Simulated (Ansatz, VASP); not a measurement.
# FeO in VASP and in Ansatz

INCAR

```
SYSTEM = FeO
PREC     = Accurate       ! precision mode
ENCUT    = 520            ! plane-wave cutoff, eV
EDIFF    = 1E-6           ! SCF threshold, eV
ISMEAR   = 0              ! smearing method
SIGMA    = 0.05           ! smearing width, eV
LREAL    = .FALSE.        ! projectors in reciprocal space
LASPH    = .TRUE.         ! aspherical terms in the spheres
NELM     = 150            ! most SCF steps
ALGO     = Normal         ! electronic algorithm
ISIF     = 2              ! what is computed and relaxed
LWAVE    = .FALSE.        ! write WAVECAR
LCHARG   = .FALSE.        ! write CHGCAR
ISPIN    = 2              ! spin polarisation
MAGMOM   = 4 0            ! initial moments
LORBIT   = 11             ! projections on sites
LMAXMIX  = 4              ! l up to which the mixer works
LDAU     = .TRUE.         ! DFT+U
LDAUTYPE = 2            
LDAUL    = 2 -1           ! shell
LDAUU    = 4 0            ! U, eV
LDAUJ    = 0 0          
LDAUPRINT= 1            
GGA      = PE             ! functional
NBANDS   = 18             ! bands
```

Contents of KPOINTS:

```
Automatic mesh
0
G
  10 10 10
  0 0 0
```

POSCAR

```
FeO
1.0
    0.0000000000      2.1554001622      2.1554001622
    2.1554001622      0.0000000000      2.1554001622
    2.1554001622      2.1554001622      0.0000000000
Fe O
1 1
Direct
    0.0000000000      0.0000000000      0.0000000000
    0.5000000000      0.5000000000      0.5000000000
```

Input for Ansatz:

```yaml
crystal:
  lattice:
    - [0.0, 2.1554001622, 2.1554001622]
    - [2.1554001622, 0.0, 2.1554001622]
    - [2.1554001622, 2.1554001622, 0.0]
  atoms:
    - { symbol: Fe, position: [0.0, 0.0, 0.0], spin: 4.0 }
    - { symbol: O, position: [0.5, 0.5, 0.5] }
basis:
  ecutwfc: 420
  ecutrho_ratio: 4
kpoints:
  mp_grid: { grid: [10, 10, 10] }
hamiltonian:
  xc: pbe
  hubbard: { sites: [{ species: Fe, l: d, u_eff: 4.0 }] }
scf:
  occupations: { method: gaussian, width: 0.05 }
  lower_state_search: "off"
output:
  forces: true
  stress: true
  eigenvalues: true
  populations: true
  hubbard: { sites: [{ species: Fe, l: d }] }
magnetization:
  spin_polarized: true
checkpoint:
  read: start.run
  write: ck
  compress: false
  write_wavefunctions: false
  write_every: 100000
```

Alike in both runs: task single point; functional PBE; k mesh 10 × 10 × 10; occupations gaussian, width 0.05 eV; collinear spin; Hubbard terms Fe d U = 4.0 eV.

|  | VASP | Ansatz |
| --- | --- | --- |
| version | VASP 6.6.1 | Ansatz 0.2.0 |
| potentials or method | VASP PAW PBE potentials, release 64 (Fe, O), cutoff 520 eV | scalar-relativistic, plane waves, PAW |
| valence electrons in the cell | 14 | 22 |

Ansatz gave:

| Item | Value |
| --- | --- |
| pressure (GPa) | 11.8 |
| net moment per atom (μB) | 2.00 |
| size of the moment on the site where the two differ most (μB) | 3.48 |

**Question.** What did VASP give for the same quantities?

**Answer.** Pressure (GPa): -0.5; net moment per atom (μB): 2.00; size of the moment on the site where the two differ most (μB): 3.81.

Site moments also hang on the region over which each program counts them. The programs project onto different local orbitals, so the same U acts differently, and such runs can settle in different states. VASP's potentials hold 14 valence electrons a cell and Ansatz's 22, so a difference there can come from the potentials and not from the codes. Ansatz's warnings: stability check not made.
